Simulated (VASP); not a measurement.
Write the native input for VASP 6.6.1 that does the following.

- Task: relaxation of cell and atoms
- Functional: PBE
- Dispersion: D4
- Potentials or basis: VASP PAW PBE potentials, release 64 (Lu, Sb, Al)
- Cutoff: 600 eV
- k mesh: 5 × 5 × 5
- Occupations: methfessel-paxton, width 0.0161 eV
- Spin: no spin polarisation
- Dipole correction: no
- Further INCAR settings: ALGO = Normal; EDIFF = 1e-07; IBRION = 2; EDIFFG = -0.001; NSW = 60; ISIF = 3

The structure of Lu2AlSb2 lies in POSCAR:

```
Lu2AlSb2
1.0
    0.0000000000      0.0000000000      4.4137410000
    4.6420950000     -3.1230440000      2.2068700000
    4.6420950000      3.1230440000     -2.2068700000
Lu Sb Al
2 2 1
Direct
    0.5000000000      0.7111300000      0.7111300000
    0.5000000000      0.2888700000      0.2888700000
    0.7893000000      0.7107000000      0.2893000000
    0.2107000000      0.2893000000      0.7107000000
    0.0000000000      0.0000000000      0.0000000000
```

These files were run (other wordings do the same):

INCAR

```
ALGO     = Normal         # electronic algorithm
EDIFF    = 1E-7           # SCF threshold, eV
EDIFFG   = -0.001         # ionic threshold
ENCUT    = 600            # plane-wave cutoff, eV
GGA      = PE             # functional
IBRION   = 2              # ionic algorithm
ISIF     = 3              # what is computed and relaxed
ISMEAR   = 1              # smearing method
IVDW     = 13             # dispersion correction
LASPH    = T              # aspherical terms in the spheres
LCHARG   = F              # write CHGCAR
LREAL    = F              # projectors in reciprocal space
LWAVE    = F              # write WAVECAR
NELM     = 60             # most SCF steps
NSW      = 60             # ionic steps
PREC     = Accurate       # precision mode
SIGMA    = 0.0161         # smearing width, eV
```

KPOINTS

```
k-points
0
Gamma
  5 5 5
```

Potentials or basis: VASP PAW PBE potentials, release 64 (Lu, Sb, Al).

Launch:

```sh
$ cat potpaw_PBE.64/Lu/POTCAR potpaw_PBE.64/Sb/POTCAR potpaw_PBE.64/Al/POTCAR > POTCAR
$ mpirun -np 1 vasp_std > vasp.out
```

Results of the run:

```json
{
 "Relaxed volume": "23.95 Å³/atom",
 "Relaxed cell": "a = 3.989 Å, b = 5.845 Å, c = 5.845 Å, α = 91.32°, β = 109.95°, γ = 70.05°",
 "Space group after relaxing (to 0.1 Å)": "Immm (No. 71)",
 "Energy gained by relaxing": "309.6 meV/atom",
 "Ionic steps": "55",
 "Pressure after relaxing": "0.0 GPa",
 "Band gap on the k mesh": "zero (an odd number of electrons rules out a gap without spin polarisation)",
 "Dispersion energy per atom": "-0.379 eV"
}
```

Caveat: spin-orbit coupling is left out, which moves the levels of the heavy elements.

Wall time 63 min on 1 thread of Intel(R) Xeon(R) Platinum 8488C (Sapphire Rapids), with other jobs on the host, peak memory 0.48 GiB.
